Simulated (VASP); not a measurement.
# Ti3Al (P-6m2) in VASP: notebook

The runs below take Ti3Al through single point, with LDA.

Everything below comes from runs of VASP 6.6.1. Logs are shortened: lines on timing, memory, paths and dates and some standing lists are left out, and cuts for length are marked.

### Step 1. The cell of the first run

It takes space group P-6m2 (No. 187, hexagonal). Conventional cell: a = 2.928 Å, b = 2.928 Å, c = 9.226 Å, α = 90.00°, β = 90.00°, γ = 120.00°. Ti (site symmetry -6m2) has 12 Ti at 2.86 to 2.93 Å within 3.8 Å. Ti (site symmetry 3m) has 9 Ti at 2.86 to 2.93 Å and 3 Al at 2.86 Å within 3.8 Å. Within 3.8 Å of Al (site symmetry -6m2) lie 6 Ti at 2.86 Å and 6 Al at 2.93 Å.

### Step 2. Single point, LDA

INCAR reads:

```
PREC     = Accurate       # precision mode
ENCUT    = 520            # plane-wave cutoff, eV
EDIFF    = 1E-7           # SCF threshold, eV
ISMEAR   = 0              # smearing method
SIGMA    = 0.1            # smearing width, eV
LREAL    = False          # projectors in reciprocal space
LASPH    = True           # aspherical terms in the spheres
NELM     = 100            # most SCF steps
ALGO     = Fast           # electronic algorithm
ISIF     = 2              # what is computed and relaxed
LWAVE    = False          # write WAVECAR
LCHARG   = False          # write CHGCAR
NBANDS   = 28             # bands
```

KPOINTS reads:

```
regular mesh
0
Gamma
  9 9 2
```

POSCAR reads:

```
Ti3Al
1.0
    2.9275422200      0.0000000000      0.0000000000
   -1.4637711100      2.5353259400      0.0000000000
    0.0000000000      0.0000000000      9.2263620000
Ti Al
3 1
Direct
    0.6666666700      0.3333333300      0.0000000000
    0.3333333300      0.6666666700      0.7505940000
    0.3333333300      0.6666666700      0.2494060000
    0.6666666700      0.3333333300      0.5000000000
```

Potentials or basis: VASP PAW LDA potentials, release 64 (Ti_sv, Al).

The run is started by

```console
> cat potpaw_LDA.64/Ti_sv/POTCAR potpaw_LDA.64/Al/POTCAR > POTCAR
> mpirun -np 1 vasp_std > vasp.out
```

OUTCAR:

```text
PREC = Accurate
   ENCUT = 520
   EDIFF = 1E-7
   ISMEAR = 0
   LREAL = False
   LASPH = True
   NELM = 100
   ISIF = 2

 ion  position               nearest neighbor table
   1  0.667  0.333  0.000-   2 2.86   3 2.86   2 2.86   3 2.86   2 2.86   3 2.86
   2  0.333  0.667  0.751-   1 2.86   1 2.86   1 2.86   4 2.86   4 2.86   4 2.86
   3  0.333  0.667  0.249-   1 2.86   1 2.86   1 2.86   4 2.86   4 2.86   4 2.86
   4  0.667  0.333  0.500-   2 2.86   3 2.86   2 2.86   3 2.86   2 2.86   3 2.86

  LATTYP: Found a hexagonal cell.
 ALAT       =     2.9275422200
 C/A-ratio  =     3.1515726526

  Lattice vectors:

 A1 = (   2.9275422200,   0.0000000000,   0.0000000000)
 A2 = (  -1.4637711100,   2.5353259400,   0.0000000000)
 A3 = (   0.0000000000,   0.0000000000,   9.2263620000)

Analysis of symmetry for initial positions (statically):
=====================================================================
 Subroutine PRICEL returns:
 Original cell was already a primitive cell.

 Routine SETGRP: Setting up the symmetry group for a
 hexagonal supercell.

 Subroutine GETGRP returns: Found 12 space group operations
 (whereof 12 operations were pure point group operations)
 out of a pool of 24 trial point group operations.

The static configuration has the point symmetry D_3h.

Analysis of symmetry for dynamics (positions and initial velocities):
=====================================================================
 Subroutine PRICEL returns:
 Original cell was already a primitive cell.

 Routine SETGRP: Setting up the symmetry group for a
 hexagonal supercell.

 Subroutine GETGRP returns: Found 12 space group operations
 (whereof 12 operations were pure point group operations)
 out of a pool of 24 trial point group operations.

The dynamic configuration has the point symmetry D_3h.

 Subroutine INISYM returns: Found 12 space group operations
 (whereof 12 operations are pure point group operations),
 and found     1 'primitive' translations

----------------------------------------------------------------------------------------

                                     Primitive cell

  volume of cell :      68.4806

  direct lattice vectors                    reciprocal lattice vectors
     2.927542220  0.000000000  0.000000000     0.341583460  0.197213302  0.000000000
    -1.463771110  2.535325940  0.000000000     0.000000000  0.394426604  0.000000000
     0.000000000  0.000000000  9.226362000     0.000000000  0.000000000  0.108385082

  length of vectors
     2.927542220  2.927542226  9.226362000     0.394426605  0.394426604  0.108385082

  position of ions in fractional coordinates (direct lattice)
     0.666666670  0.333333330  0.000000000
     0.333333330  0.666666670  0.750594000
     0.333333330  0.666666670  0.249406000
     0.666666670  0.333333330  0.500000000

  ion indices of the primitive-cell ions
   primitive index   ion index
                 1           1
                 2           2
                 3           3
                 4           4

----------------------------------------------------------------------------------------

 KPOINTS: regular mesh

Automatic generation of k-mesh.
 Grid dimensions read from file:
 generate k-points for:    9    9    2

 Generating k-lattice:

  Cartesian coordinates                     Fractional coordinates (reciprocal lattice)
     0.037953718  0.021912589  0.000000000     0.111111111  0.000000000  0.000000000
     0.000000000  0.043825178  0.000000000     0.000000000  0.111111111  0.000000000
     0.000000000  0.000000000  0.054192541     0.000000000  0.000000000  0.500000000

  Length of vectors
     0.043825178  0.043825178  0.054192541

  Shift w.r.t. Gamma in fractional coordinates (k-lattice)
     0.000000000  0.000000000  0.000000000

 Subroutine IBZKPT returns following result:
 ===========================================

 Found     24 irreducible k-points:

 Following reciprocal coordinates:
            Coordinates               Weight
  0.000000  0.000000  0.000000      1.000000
  0.111111  0.000000  0.000000      6.000000
  0.222222 -0.000000  0.000000      6.000000
  0.333333  0.000000  0.000000      6.000000
  0.444444 -0.000000  0.000000      6.000000
  0.111111  0.111111  0.000000      6.000000
[... 16 lines left out ...]
  0.333333  0.222222  0.500000     12.000000
  0.333333  0.333333  0.500000      2.000000
   k-points           NKPTS =     24   k-points in BZ     NKDIM =     24   number of bands    NBANDS=     28
   number of dos      NEDOS =    301   number of ions     NIONS =      4
   total plane-waves  NPLWV =  40320
   dimension x,y,z NGX =    24 NGY =   24 NGZ =   70
   dimension x,y,z NGXF=    48 NGYF=   48 NGZF=  140
   ions per type =               3   1
   NGX,Y,Z   is equivalent  to a cutoff of  13.63, 13.63, 12.61 a.u.
   NGXF,Y,Z  is equivalent  to a cutoff of  27.26, 27.26, 25.23 a.u.
 SYSTEM =  unknown system
   PREC   = accura    normal or accurate (medium, high low for compatibility)
   ISTART =      0    job   : 0-new  1-cont  2-samecut
   ICHARG =      2    charge: 1-file 2-atom 10-const
   ISPIN  =      1    spin polarized calculation?
   LNONCOLLINEAR =      F non collinear calculations
   LSORBIT =      F    spin-orbit coupling
   LASPH  =      T    aspherical Exc in radial PAW
   ENCUT  =  520.0 eV  38.22 Ry    6.18 a.u.   5.44  5.44 17.15*2*pi/ulx,y,z
   NELM   =    100;   NELMIN=  2; NELMDL= -5     # of ELM steps
   EDIFF  = 0.1E-06   stopping-criterion for ELM
   LREAL  =      F    real-space projection
   EDIFFG = 0.1E-05   stopping-criterion for IOM
   NSW    =      0    number of steps for IOM
   IBRION =     -1    ionic relax: 0-MD 1-quasi-New 2-CG
   NFREE  =      0    steps in history (QN), initial steepest desc. (CG)
   ISIF   =      2    stress and relaxation
   ISYM   =      2    0-nonsym 1-usesym 2-fastsym
   POTIM  = 0.5000    time-step for ionic-motion
   TEBEG  =    0.0;   TEEND  =   0.0 temperature during run
   PSTRESS=    0.0 pullay stress
   NELECT =      39.0000    total number of electrons
   NUPDOWN=      -1.0000    fix difference up-down
   EMIN   =  10.00;   EMAX   =-10.00  energy-range for DOS
   EFERMI =   0.00;   METHOD = LEGACY
   ISMEAR =     0;   SIGMA  =   0.10  broadening in eV -4-tet -1-fermi 0-gaus
   EFERMI_NEDOS =   21; number of points for ismear=-14 and -15
   IALGO  =     68    algorithm
   IMIX   =      4    mixing-type and parameters
     AMIX     =   0.40;   BMIX     =  1.00
     AMIX_MAG =   1.60;   BMIX_MAG =  1.00
  volume/ion in A,a.u.               =      17.12       115.53
  Fermi-wavevector in a.u.,A,eV,Ry     =   1.356981  2.564323 25.053746  1.841398
  Thomas-Fermi vector in A             =   2.483938
   LORBIT       =      0    0 simple, 1 ext, 2 COOP (PROOUT), +10 PAW based schemes
   GGA     = CA    functional components
   LHFCALC =     F    Hartree Fock is set to
   AEXX    =    0.0000 exact exchange contribution
   IVDW    =     0    specifies the selected vdW correction
   LEPSILON=     F    determine dielectric tensor
   LRPA    =     F    only Hartree local field effects (RPA)
 non-spin polarized calculation
 RMM-DIIS sequential band-by-band and
 Gauss-broadening in eV      SIGMA  =   0.10
  energy-cutoff  :      520.00
  volume of cell :       68.48
 maximum number of plane-waves:      1907
 NGX is ok and might be reduce to    24
   NGX = 11   NGY = 11   NGZ = 35

 number of electron      38.9999989 magnetization

 Free energy of the ion-electron system (eV)
  ---------------------------------------------------
  ext. energy  EPLUGINS =         0.00000000
  ---------------------------------------------------
  free energy    TOTEN  =       -30.23048045 eV

  energy without entropy =      -30.20668893  energy(sigma->0) =      -30.21858469

 E-fermi :   7.7657     XC(G=0): -11.4474

 val. band max:        7.7473516038   @ k =   0.3333   0.2222   0.0000
 cond. band min:       7.7840223937   @ k =   0.3333   0.3333   0.5000
 fundamental gap:      0.0366707899
 Fermi energy:         7.7657225962

 k-point     1 :       0.0000    0.0000    0.0000
  band No.  band energies     occupation
      1     -48.2776      2.00000
      2     -48.2302      2.00000
      3     -48.1642      2.00000
      4     -25.1883      2.00000
      5     -24.9379      2.00000
      6     -24.6341      2.00000
[... 20 lines left out ...]
     27       9.8023      0.00000
     28      10.4150      0.00000

 k-point     2 :       0.1111    0.0000    0.0000
  band No.  band energies     occupation
      1     -48.2656      2.00000
      2     -48.2211      2.00000
      3     -48.1580      2.00000
      4     -25.1675      2.00000
      5     -24.9386      2.00000
      6     -24.6711      2.00000
[... 20 lines left out ...]
     27       9.6997      0.00000
     28      10.3273      0.00000

 k-point     3 :       0.2222   -0.0000    0.0000
  band No.  band energies     occupation
      1     -48.2341      2.00000
      2     -48.1979      2.00000
      3     -48.1432      2.00000
      4     -25.1155      2.00000
      5     -24.9611      2.00000
      6     -24.7929      2.00000
[... 20 lines left out ...]
     27       9.7866      0.00000
     28      10.3544      0.00000

 k-point     4 :       0.3333    0.0000    0.0000
  band No.  band energies     occupation
      1     -48.1957      2.00000
      2     -48.1714      2.00000
      3     -48.1286      2.00000
      4     -25.0812      2.00000
      5     -25.0488      2.00000
      6     -24.9227      2.00000
[... 578 lines left out ...]
     27      11.0334      0.00000
     28      11.2158      0.00000

 k-point    23 :       0.3333    0.2222    0.5000
  band No.  band energies     occupation
      1     -48.1528      2.00000
      2     -48.1465      2.00000
      3     -48.1215      2.00000
      4     -25.0762      2.00000
      5     -25.0640      2.00000
      6     -24.9812      2.00000
[... 20 lines left out ...]
     27      10.8742      0.00000
     28      11.1410      0.00000

 k-point    24 :       0.3333    0.3333    0.5000
  band No.  band energies     occupation
      1     -48.1419      2.00000
      2     -48.1418      2.00000
      3     -48.1232      2.00000
      4     -25.0374      2.00000
      5     -25.0257      2.00000
      6     -24.9838      2.00000
[... 20 lines left out ...]
     27      11.0110      0.00000
     28      11.1117      0.00000

------------------------ aborting loop because EDIFF is reached ----------------------------------------

  FORCE on cell =-STRESS in cart. coord.  units (eV):
  Direction    XX          YY          ZZ          XY          YZ          ZX
  --------------------------------------------------------------------------------------
  -------------------------------------------------------------------------------------
  Total       -2.9539675     -2.9539676     -3.1331686      0.0000000     -0.0000000      0.0000000
  in kB      -69.1112652    -69.1112656    -73.3038683      0.0000000     -0.0000000      0.0000000
  external PRESSURE =     -70.5087997 kB  Pullay stress =       0.0000000 kB

 VOLUME and BASIS-vectors are now :
 -----------------------------------------------------------------------------
  energy-cutoff  :      520.00
  volume of cell :       68.48
      direct lattice vectors                 reciprocal lattice vectors
     2.927542220  0.000000000  0.000000000     0.341583460  0.197213302  0.000000000
    -1.463771110  2.535325940  0.000000000     0.000000000  0.394426604  0.000000000
     0.000000000  0.000000000  9.226362000     0.000000000  0.000000000  0.108385082

 POSITION                                       TOTAL-FORCE (eV/Angst)
 -----------------------------------------------------------------------------------
      1.46377      0.84511      0.00000        -0.000000      0.000000      0.000000
     -0.00000      1.69022      6.92525         0.000000     -0.000000      0.157241
     -0.00000      1.69022      2.30111         0.000000      0.000000     -0.157241
      1.46377      0.84511      4.61318        -0.000000      0.000000      0.000000
 -----------------------------------------------------------------------------------
    total drift:                                0.000028     -0.000016      0.000000

  FREE ENERGIE OF THE ION-ELECTRON SYSTEM (eV)
  ---------------------------------------------------
  free  energy   TOTEN  =       -30.2304804526 eV

  energy  without entropy=      -30.2066889291  energy(sigma->0) =      -30.21858469
```

Run time: 1.9 min. Hardware: 1 thread of AMD EPYC 9R45 (Zen 5), shared host; peak memory 0.15 GiB.

What came out:

| Property | Result |
| --- | --- |
| Free energy | -30.2305 eV |
| Pressure | -7.1 GPa |
| Largest force | 0.157 eV/Å |
| Band gap on the k mesh | zero (an odd number of electrons rules out a gap without spin polarisation) |

Forces on the atoms (eV/Å):
```
Ti   0.000  0.000  0.000
Ti   0.000  0.000  0.157
Ti   0.000  0.000 -0.157
Al   0.000  0.000  0.000
```

Caveat: the cell stands under tension.

(Continued in part 2 of 2.)

The gap in the log of VASP goes by the Fermi energy; the results here count the filled bands.